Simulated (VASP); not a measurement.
# Au (P6_3/mmc) in VASP: a series of runs

The runs below take Au through single point, with LDA.

Program: VASP 6.6.1. These are calculated values, not measurements. Logs are shortened: lines on timing, memory, paths and dates and some standing lists are left out, and cuts for length are marked.

### Step 1. The cell of the first run

It takes space group P6_3/mmc (No. 194, hexagonal). Conventional cell: a = 2.646 Å, b = 2.646 Å, c = 4.378 Å, α = 90.00°, β = 90.00°, γ = 120.00°. Au (site symmetry -6m2) has 12 Au at 2.65 to 2.67 Å within 3.5 Å.

This isn't the form of Au at room conditions, which is fcc.

### Step 2. Single point, LDA (13.28 Å³/atom)

File INCAR:

```
SYSTEM = Au
PREC     = Accurate       ! precision mode
ENCUT    = 500            ! plane-wave cutoff, eV
EDIFF    = 1E-6           ! SCF threshold, eV
ISMEAR   = -1             ! smearing method
SIGMA    = 0.08           ! smearing width, eV
LREAL    = .FALSE.        ! projectors in reciprocal space
LASPH    = .TRUE.         ! aspherical terms in the spheres
NELM     = 120            ! most SCF steps
ALGO     = Normal         ! electronic algorithm
ISIF     = 2              ! what is computed and relaxed
LWAVE    = .FALSE.        ! write WAVECAR
LCHARG   = .FALSE.        ! write CHGCAR
GGA      = CA             ! functional
NBANDS   = 18             ! bands
GGA_COMPAT= .FALSE.
```

File KPOINTS:

```
regular mesh
0
G
  15 15 8
  0 0 0
```

File POSCAR:

```
Au
1.0
    2.6463621665      0.0000000000      0.0000000000
   -1.3231810833      2.2918168638      0.0000000000
    0.0000000000      0.0000000000      4.3781208517
Au
2
Direct
    0.3333333333      0.6666666667      0.2500000000
    0.6666666667      0.3333333333      0.7500000000
```

Potentials or basis: VASP PAW LDA potentials, release 64 (Au).

The run is started by

```
cat potpaw_LDA.64/Au/POTCAR > POTCAR
mpirun -np 1 vasp_std > vasp.out
```

OUTCAR:

```text
SYSTEM = Au
   PREC = Accurate
   ENCUT = 500
   EDIFF = 1E-6
   ISMEAR = -1
   LREAL = .FALSE.
   LASPH = .TRUE.
   NELM = 120
   ISIF = 2
   GGA = CA

 ion  position               nearest neighbor table
   1  0.333  0.667  0.250-   2 2.67   2 2.67   2 2.67   2 2.67   2 2.67   2 2.67
   2  0.667  0.333  0.750-   1 2.67   1 2.67   1 2.67   1 2.67   1 2.67   1 2.67

  LATTYP: Found a hexagonal cell.
 ALAT       =     2.6463621665
 C/A-ratio  =     1.6543921717

  Lattice vectors:

 A1 = (   2.6463621665,   0.0000000000,   0.0000000000)
 A2 = (  -1.3231810833,   2.2918168638,   0.0000000000)
 A3 = (   0.0000000000,   0.0000000000,   4.3781208517)

Analysis of symmetry for initial positions (statically):
=====================================================================
 Subroutine PRICEL returns:
 Original cell was already a primitive cell.

 Routine SETGRP: Setting up the symmetry group for a
 hexagonal supercell.

 Subroutine GETGRP returns: Found 24 space group operations
 (whereof 12 operations were pure point group operations)
 out of a pool of 24 trial point group operations.

The static configuration has the point symmetry D_3d.
 The point group associated with its full space group is D_6h.

Analysis of symmetry for dynamics (positions and initial velocities):
=====================================================================
 Subroutine PRICEL returns:
 Original cell was already a primitive cell.

 Routine SETGRP: Setting up the symmetry group for a
 hexagonal supercell.

 Subroutine GETGRP returns: Found 24 space group operations
 (whereof 12 operations were pure point group operations)
 out of a pool of 24 trial point group operations.

The dynamic configuration has the point symmetry D_3d.
 The point group associated with its full space group is D_6h.

 Subroutine INISYM returns: Found 24 space group operations
 (whereof 12 operations are pure point group operations),
 and found     1 'primitive' translations

----------------------------------------------------------------------------------------

                                     Primitive cell

  volume of cell :      26.5532

  direct lattice vectors                    reciprocal lattice vectors
     2.646362166  0.000000000  0.000000000     0.377877228  0.218167519  0.000000000
    -1.323181083  2.291816864  0.000000000     0.000000000  0.436335039  0.000000000
     0.000000000  0.000000000  4.378120852     0.000000000  0.000000000  0.228408496

  length of vectors
     2.646362166  2.646362167  4.378120852     0.436335039  0.436335039  0.228408496

  position of ions in fractional coordinates (direct lattice)
     0.333333333  0.666666667  0.250000000
     0.666666667  0.333333333  0.750000000

  ion indices of the primitive-cell ions
   primitive index   ion index
                 1           1
                 2           2

----------------------------------------------------------------------------------------

 KPOINTS: regular mesh

Automatic generation of k-mesh.
 Grid dimensions read from file:
 generate k-points for:   15   15    8

 Generating k-lattice:

  Cartesian coordinates                     Fractional coordinates (reciprocal lattice)
     0.025191815  0.014544501  0.000000000     0.066666667 -0.000000000  0.000000000
     0.000000000  0.029089003  0.000000000     0.000000000  0.066666667  0.000000000
     0.000000000  0.000000000  0.028551062     0.000000000  0.000000000  0.125000000

  Length of vectors
     0.029089003  0.029089003  0.028551062

  Shift w.r.t. Gamma in fractional coordinates (k-lattice)
     0.000000000  0.000000000  0.000000000

 Subroutine IBZKPT returns following result:
 ===========================================

 Found    135 irreducible k-points:

 Following reciprocal coordinates:
            Coordinates               Weight
  0.000000  0.000000  0.000000      1.000000
  0.066667  0.000000  0.000000      6.000000
  0.133333  0.000000  0.000000      6.000000
  0.200000  0.000000  0.000000      6.000000
  0.266667  0.000000  0.000000      6.000000
  0.333333  0.000000  0.000000      6.000000
[... 16 lines left out ...]
  0.333333  0.200000  0.000000     12.000000
  0.400000  0.200000  0.000000      6.000000
 [... further k-points ...]
   k-points           NKPTS =    135   k-points in BZ     NKDIM =    135   number of bands    NBANDS=     18
   number of dos      NEDOS =    301   number of ions     NIONS =      2
   total plane-waves  NPLWV =  12800
   dimension x,y,z NGX =    20 NGY =   20 NGZ =   32
   dimension x,y,z NGXF=    40 NGYF=   40 NGZF=   64
   ions per type =               2
   NGX,Y,Z   is equivalent  to a cutoff of  12.56, 12.56, 12.15 a.u.
   NGXF,Y,Z  is equivalent  to a cutoff of  25.13, 25.13, 24.30 a.u.
 SYSTEM =  Au
   PREC   = accura    normal or accurate (medium, high low for compatibility)
   ISTART =      0    job   : 0-new  1-cont  2-samecut
   ICHARG =      2    charge: 1-file 2-atom 10-const
   ISPIN  =      1    spin polarized calculation?
   LNONCOLLINEAR =      F non collinear calculations
   LSORBIT =      F    spin-orbit coupling
   LASPH  =      T    aspherical Exc in radial PAW
   ENCUT  =  500.0 eV  36.75 Ry    6.06 a.u.   4.82  4.82  7.98*2*pi/ulx,y,z
   NELM   =    120;   NELMIN=  2; NELMDL= -5     # of ELM steps
   EDIFF  = 0.1E-05   stopping-criterion for ELM
   LREAL  =      F    real-space projection
   EDIFFG = 0.1E-04   stopping-criterion for IOM
   NSW    =      0    number of steps for IOM
   IBRION =     -1    ionic relax: 0-MD 1-quasi-New 2-CG
   NFREE  =      0    steps in history (QN), initial steepest desc. (CG)
   ISIF   =      2    stress and relaxation
   ISYM   =      2    0-nonsym 1-usesym 2-fastsym
   POTIM  = 0.5000    time-step for ionic-motion
   TEBEG  =    0.0;   TEEND  =   0.0 temperature during run
   PSTRESS=    0.0 pullay stress
   NELECT =      22.0000    total number of electrons
   NUPDOWN=      -1.0000    fix difference up-down
   EMIN   =  10.00;   EMAX   =-10.00  energy-range for DOS
   EFERMI =   0.00;   METHOD = LEGACY
   ISMEAR =    -1;   SIGMA  =   0.08  broadening in eV -4-tet -1-fermi 0-gaus
   EFERMI_NEDOS =   21; number of points for ismear=-14 and -15
   IALGO  =     38    algorithm
   IMIX   =      4    mixing-type and parameters
     AMIX     =   0.40;   BMIX     =  1.00
     AMIX_MAG =   1.60;   BMIX_MAG =  1.00
  volume/ion in A,a.u.               =      13.28        89.59
  Fermi-wavevector in a.u.,A,eV,Ry     =   1.537600  2.905643 32.167087  2.364214
  Thomas-Fermi vector in A             =   2.644086
   LORBIT       =      0    0 simple, 1 ext, 2 COOP (PROOUT), +10 PAW based schemes
   GGA     = CA    functional components
   LHFCALC =     F    Hartree Fock is set to
   AEXX    =    0.0000 exact exchange contribution
   IVDW    =     0    specifies the selected vdW correction
   LEPSILON=     F    determine dielectric tensor
   LRPA    =     F    only Hartree local field effects (RPA)
 non-spin polarized calculation
  energy-cutoff  :      500.00
  volume of cell :       26.55
 maximum number of plane-waves:       699
 NGX is ok and might be reduce to    20
   NGX =  9   NGY =  9   NGZ = 15

 number of electron      21.9999996 magnetization

 Free energy of the ion-electron system (eV)
  ---------------------------------------------------
  ext. energy  EPLUGINS =         0.00000000
  ---------------------------------------------------
  free energy    TOTEN  =        -7.54504639 eV

  energy without entropy =       -7.53666434  energy(sigma->0) =       -7.54085537

 E-fermi :  14.2148     XC(G=0): -14.4701

 val. band max:       14.2061167267   @ k =   0.4667   0.0667   0.2500
 cond. band min:      14.3119569309   @ k =   0.1333   0.1333   0.2500
 fundamental gap:      0.1058402041
 Fermi energy:        14.2147732407

 k-point     1 :       0.0000    0.0000    0.0000
  band No.  band energies     occupation
      1       1.2702      2.00000
      2       4.0489      2.00000
      3       7.6582      2.00000
      4       7.9506      2.00000
      5       7.9506      2.00000
      6       8.4795      2.00000
[... 10 lines left out ...]
     17      34.9899      0.00000
     18      34.9899      0.00000

 k-point     2 :       0.0667    0.0000    0.0000
  band No.  band energies     occupation
      1       1.4475      2.00000
      2       4.2016      2.00000
      3       7.5171      2.00000
      4       8.0664      2.00000
      5       8.0883      2.00000
      6       8.3990      2.00000
[... 10 lines left out ...]
     17      33.9819      0.00000
     18      34.1526      0.00000

 k-point     3 :       0.1333    0.0000    0.0000
  band No.  band energies     occupation
      1       1.9583      2.00000
      2       4.6119      2.00000
      3       7.2289      2.00000
      4       8.1092      2.00000
      5       8.4399      2.00000
      6       8.4918      2.00000
[... 10 lines left out ...]
     17      32.4925      0.00000
     18      32.7895      0.00000

 k-point     4 :       0.2000    0.0000    0.0000
  band No.  band energies     occupation
      1       2.7295      2.00000
      2       5.0802      2.00000
      3       7.0209      2.00000
      4       7.5624      2.00000
      5       7.8655      2.00000
      6       8.7445      2.00000
[... 10 lines left out ...]
     17      31.5772      0.00000
     18      32.0852      0.00000

 k-point     5 :       0.2667    0.0000    0.0000
  band No.  band energies     occupation
      1       3.6004      2.00000
      2       5.2142      2.00000
      3       6.6836      2.00000
      4       7.2057      2.00000
      5       7.7860      2.00000
      6       8.4290      2.00000
[... 10 lines left out ...]
     17      32.2958      0.00000
     18      32.4097      0.00000

 k-point     6 :       0.3333    0.0000    0.0000
  band No.  band energies     occupation
      1       4.2960      2.00000
      2       5.0144      2.00000
      3       5.9940      2.00000
      4       7.6168      2.00000
      5       8.1464      2.00000
      6       8.1578      2.00000
[... 10 lines left out ...]
     17      29.6324      0.00000
     18      31.7079      0.00000

 k-point     7 :       0.4000    0.0000    0.0000
  band No.  band energies     occupation
      1       4.5975      2.00000
      2       4.8099      2.00000
      3       5.5227      2.00000
      4       7.9615      2.00000
      5       8.1484      2.00000
      6       8.3437      2.00000
[... 10 lines left out ...]
     17      27.4481      0.00000
     18      30.8119      0.00000

 k-point     8 :       0.4667    0.0000    0.0000
  band No.  band energies     occupation
      1       4.5694      2.00000
      2       4.7880      2.00000
      3       5.2839      2.00000
      4       7.8591      2.00000
      5       8.2342      2.00000
      6       8.6129      2.00000
[... 10 lines left out ...]
     17      26.9704      0.00000
     18      30.1959      0.00000
[... 229 lines left out ...]
     17      27.9914      0.00000
     18      30.3983      0.00000

 k-point    20 :       0.4000    0.1333    0.0000
  band No.  band energies     occupation
      1       5.0749      2.00000
      2       5.2562      2.00000
      3       5.3402      2.00000
      4       7.6791      2.00000
      5       8.1663      2.00000
      6       8.2062      2.00000
[... 10 lines left out ...]
     17      27.5544      0.00000
     18      29.7251      0.00000

 k-point    21 :       0.2000    0.2000    0.0000
  band No.  band energies     occupation
      1       4.8910      2.00000
      2       6.0684      2.00000
      3       6.0833      2.00000
      4       6.3052      2.00000
      5       7.6234      2.00000
      6       8.1041      2.00000
[... 10 lines left out ...]
     17      30.9958      0.00000
     18      31.3682      0.00000

 k-point    22 :       0.2667    0.2000    0.0000
  band No.  band energies     occupation
      1       5.4618      2.00000
      2       5.6865      2.00000
      3       5.8928      2.00000
      4       6.7930      2.00000
      5       7.5036      2.00000
      6       8.4745      2.00000
[... 10 lines left out ...]
     17      28.8993      0.00000
     18      30.4229      0.00000

 k-point    23 :       0.3333    0.2000    0.0000
  band No.  band energies     occupation
      1       5.4418      2.00000
      2       5.6220      2.00000
      3       5.7279      2.00000
      4       7.4547      2.00000
      5       7.5239      2.00000
      6       8.1719      2.00000
[... 10 lines left out ...]
     17      28.2059      0.00000
     18      29.4560      0.00000

 k-point    24 :       0.4000    0.2000    0.0000
  band No.  band energies     occupation
      1       5.3578      2.00000
      2       5.5903      2.00000
      3       5.7247      2.00000
      4       7.5812      2.00000
      5       7.7471      2.00000
      6       8.0112      2.00000
[... 10 lines left out ...]
     17      27.9568      0.00000
     18      29.0451      0.00000

 [... further k-points ...]

------------------------ aborting loop because EDIFF is reached ----------------------------------------

  FORCE on cell =-STRESS in cart. coord.  units (eV):
  Direction    XX          YY          ZZ          XY          YZ          ZX
  --------------------------------------------------------------------------------------
  -------------------------------------------------------------------------------------
  Total       13.5312399     13.5312399     13.5050661     -0.0000000     -0.0000000      0.0000000
  in kB      816.4530972    816.4530972    814.8738144     -0.0000000     -0.0000000      0.0000000
  external PRESSURE =     815.9266696 kB  Pullay stress =       0.0000000 kB

 VOLUME and BASIS-vectors are now :
 -----------------------------------------------------------------------------
  energy-cutoff  :      500.00
  volume of cell :       26.55
      direct lattice vectors                 reciprocal lattice vectors
     2.646362166  0.000000000  0.000000000     0.377877228  0.218167519  0.000000000
    -1.323181083  2.291816864  0.000000000     0.000000000  0.436335039  0.000000000
     0.000000000  0.000000000  4.378120852     0.000000000  0.000000000  0.228408496

 POSITION                                       TOTAL-FORCE (eV/Angst)
 -----------------------------------------------------------------------------------
     -0.00000      1.52788      1.09453        -0.000000      0.000000      0.000000
      1.32318      0.76394      3.28359         0.000000     -0.000000      0.000000
 -----------------------------------------------------------------------------------
    total drift:                               -0.000000      0.000000     -0.000000

  FREE ENERGIE OF THE ION-ELECTRON SYSTEM (eV)
  ---------------------------------------------------
  free  energy   TOTEN  =        -7.5450463872 eV

  energy  without entropy=       -7.5366643430  energy(sigma->0) =       -7.54085537
```

Wall time 31 s (1 thread of Intel Xeon 6975P-C (Granite Rapids), shared host); peak memory 0.16 GiB.

Results:

- Free energy: -7.5450 eV
- Pressure: 81.6 GPa
- Band gap on the k mesh: zero (bands 11 and 12 overlap by 8.56 eV)

Levels at points of the mesh, in eV from the Fermi level:
| k point | band 7 | band 8 | band 9 | band 10 | band 11 | band 12 | band 13 | band 14 | band 15 | band 16 |
| --- | --- | --- | --- | --- | --- | --- | --- | --- | --- | --- |
| (0.00, 0.00, 0.00) | -5.74 | -4.82 | -4.82 | -2.59 | -2.59 | -2.44 | 4.32 | 13.85 | 15.56 | 16.70 |
| (0.00, 0.00, 0.50) | -6.34 | -6.34 | -3.28 | -3.28 | -3.28 | -3.28 | 12.39 | 12.39 | 14.72 | 14.72 |

Caveat: the cell stands under pressure; spin-orbit coupling is left out, which moves the levels of the heavy elements.

### Step 3. Single point, LDA (14.94 Å³/atom)

This run uses another cell than the first one, of 14.94 Å³/atom.

File INCAR:

```
ALGO     = Normal         # electronic algorithm
EDIFF    = 1E-6           # SCF threshold, eV
ENCUT    = 500            # plane-wave cutoff, eV
GGA      = CA             # functional
GGA_COMPAT= False        
ISIF     = 2              # what is computed and relaxed
ISMEAR   = -1             # smearing method
LASPH    = True           # aspherical terms in the spheres
LCHARG   = True           # write CHGCAR
LELF     = True           # ELF
LREAL    = False          # projectors in reciprocal space
LVHAR    = True         
LWAVE    = False          # write WAVECAR
NBANDS   = 18             # bands
NELM     = 120            # most SCF steps
PREC     = Accurate       # precision mode
SIGMA    = 0.08           # smearing width, eV
```

File KPOINTS:

```
k-points
0
Gamma
  15 15 8
```

File POSCAR:

```
Au
1.0
    2.7474218176      0.0000000000      0.0000000000
   -1.3737109088      2.3793370890      0.0000000000
    0.0000000000      0.0000000000      4.5697047450
Au
2
Direct
    0.3333333333      0.6666666667      0.2500000000
    0.6666666667      0.3333333333      0.7500000000
```

Potentials or basis: VASP PAW LDA potentials, release 64 (Au).

The run is started by

```
cat potpaw_LDA.64/Au/POTCAR > POTCAR
mpirun -np 1 vasp_std > vasp.out
```

Wall time 40 s (1 thread of Intel Xeon 6975P-C (Granite Rapids), shared host); peak memory 0.17 GiB.

Results (log left out):

- Free energy: -8.6222 eV
- Pressure: 28.0 GPa
- Band gap on the k mesh: zero (bands 11 and 12 overlap by 7.87 eV)

Stress tensor (GPa, compression positive):
```
28.07  0.00  0.00
 0.00 28.07  0.00
 0.00  0.00 27.95
```

Levels at points of the mesh, in eV from the Fermi level:
```csv
k point,band 9,band 10,band 11,band 12,band 13,band 14
"(0.00, 0.00, 0.00)",-4.17,-2.37,-2.37,-1.81,3.50,14.29
"(0.00, 0.00, 0.50)",-2.95,-2.95,-2.95,-2.95,11.69,11.69
```

Caveat: the cell stands under pressure; spin-orbit coupling is left out, which moves the levels of the heavy elements.
